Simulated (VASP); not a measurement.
Write the native input for VASP 6.6.1 that does the following.

* Task: single point
* Functional: BLYP
* Potentials or basis: VASP PAW PBE potentials, release 64 (Nb_sv)
* Cutoff: 520 eV
* k mesh: 22 × 22 × 22
* Occupations: fermi-dirac, width 0.1 eV
* Spin: no spin polarisation
* Dipole correction: no
* Further INCAR settings: ALGO = Normal; EDIFF = 1e-06; NBANDS = 12

The structure of Nb lies in POSCAR:

```
Nb
1.0
   -1.7193171274      1.7193171274      1.7193171274
    1.7193171274     -1.7193171274      1.7193171274
    1.7193171274      1.7193171274     -1.7193171274
Nb
1
Direct
    0.0000000000      0.0000000000      0.0000000000
```

This cell differs from its parent crystal: volume scaled by 1.08.

One way to write it, as run:

INCAR

```
  PREC = Accurate
  ENCUT = 520
  EDIFF = 1E-6
  ISMEAR = -1
  SIGMA = 0.1
  LREAL = F
  LASPH = T
  NELM = 80
  ALGO = Normal
  ISIF = 2
  LWAVE = F
  LCHARG = T
  GGA = B5
  ALDAX = 1.0
  AGGAX = 1.0
  AGGAC = 1.0
  ALDAC = 0.0
  LELF = T
  LVHAR = T
  NBANDS = 12
```

KPOINTS

```
regular mesh
0
Gamma
  22 22 22
```

Potentials or basis: VASP PAW PBE potentials, release 64 (Nb_sv).

The run is started by

```bash
$ cat potpaw_PBE.64/Nb_sv/POTCAR > POTCAR
$ mpirun -np 1 vasp_std > vasp.out
```

Results of the run:

* Pressure: -10.2 GPa

Caveat: the PAW data sets were made with another functional, which shifts forces and pressure a little.

Run time: 24 s on 1 thread of Intel(R) Xeon(R) 6975P-C (Granite Rapids), on a shared host, peak memory 0.19 GiB.
